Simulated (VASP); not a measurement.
Set up this calculation in VASP 6.6.1, as the native input.

- Task: relaxation of cell and atoms
- Functional: PBE
- Potentials or basis: VASP PAW PBE potentials, release 64 (Be, Sn_d, Te)
- Cutoff: 600 eV
- k mesh: 6 × 6 × 2
- Occupations: gaussian, width 0.1 eV
- Spin: no spin polarisation
- Dipole correction: no
- Further INCAR settings: ALGO = Normal; EDIFF = 1e-07; IBRION = 2; EDIFFG = -0.04; NSW = 90; ISIF = 3

The structure of Be2Sn2Te lies in POSCAR:

```
Be2Sn2Te
1.0
    3.5282816314      0.0000000000      0.0000000000
   -1.7641408157      3.0555815244      0.0000000000
    0.0000000000      0.0000000000      9.2249040377
Be Sn Te
2 2 1
Direct
    0.3333333333      0.6666666667      0.6670000000
    0.6666666667      0.3333333333      0.3330000000
    0.3333333333      0.6666666667      0.1410000000
    0.6666666667      0.3333333333      0.8590000000
    0.0000000000      0.0000000000      0.0000000000
```

These files were run (other wordings do the same):

INCAR

```
SYSTEM = Be2Sn2Te
  PREC = Accurate
  ENCUT = 600
  EDIFF = 1E-7
  ISMEAR = 0
  SIGMA = 0.1
  LREAL = .False.
  LASPH = .True.
  NELM = 120
  ALGO = Normal
  ISIF = 3
  LWAVE = .False.
  LCHARG = .False.
  GGA = PE
  IBRION = 2
  NSW = 90
  EDIFFG = -0.04
  GGA_COMPAT = .False.
  NELMIN = 4
```

KPOINTS

```
Automatic mesh
0
Gamma
  6 6 2
  0 0 0
```

Potentials or basis: VASP PAW PBE potentials, release 64 (Be, Sn_d, Te).

Run with:

```console
$ cat potpaw_PBE.64/Be/POTCAR potpaw_PBE.64/Sn_d/POTCAR potpaw_PBE.64/Te/POTCAR > POTCAR
$ mpirun -np 1 vasp_std > vasp.out
```

It gave:

```
Relaxed volume                        : 20.98 Å³/atom
Relaxed cell                          : a = 3.865 Å, b = 3.865 Å, c = 8.108 Å, α = 90.00°, β = 90.00°, γ = 120.00°
Space group after relaxing (to 0.1 Å) : P-3m1 (No. 164)
Pressure after relaxing               : 0.1 GPa
Largest force after relaxing          : 0.024 eV/Å
Band gap on the k mesh                : zero (bands 19 and 20 overlap by 2.42 eV)
```

Caveat: spin-orbit coupling is left out, which moves the levels of the heavy elements.

Wall time 20 min on 1 thread of AMD EPYC 9R45 96-Core Processor (Zen 5), with other jobs on the host, peak memory 0.25 GiB.
